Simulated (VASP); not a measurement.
A run of VASP 6.6.1 is set up as follows.

INCAR

```
PREC     = Accurate       # precision mode
ENCUT    = 520            # plane-wave cutoff, eV
EDIFF    = 1E-7           # SCF threshold, eV
ISMEAR   = 0              # smearing method
SIGMA    = 0.02           # smearing width, eV
LREAL    = False          # projectors in reciprocal space
LASPH    = True           # aspherical terms in the spheres
NELM     = 100            # most SCF steps
ALGO     = Normal         # electronic algorithm
ISIF     = 2              # what is computed and relaxed
LWAVE    = False          # write WAVECAR
LCHARG   = False          # write CHGCAR
GGA      = CA             # functional
NBANDS   = 19             # bands
```

File KPOINTS:

```
regular mesh
0
Gamma
  6 6 6
```

The input POSCAR:

```
SrCl2
1.0
    0.0000000000      3.3994186900      3.3994186900
    3.3994186900      0.0000000000      3.3994186900
    3.3994186900      3.3994186900      0.0000000000
Sr Cl
1 2
Direct
    0.0000000000      0.0000000000      0.0000000000
    0.2500000000      0.2500000000      0.2500000000
    0.7500000000      0.7500000000      0.7500000000
```

Potentials or basis: VASP PAW LDA potentials, release 64 (Sr_sv, Cl).

Command:

```console
$ cat potpaw_LDA.64/Sr_sv/POTCAR potpaw_LDA.64/Cl/POTCAR > POTCAR
$ mpirun -np 1 vasp_std > vasp.out
```

Q: Estimate the pressure.

A: 0.2 GPa.

Q: Predict the band gap on the k mesh.

A: 5.09 eV.

A k mesh can miss the band edges.
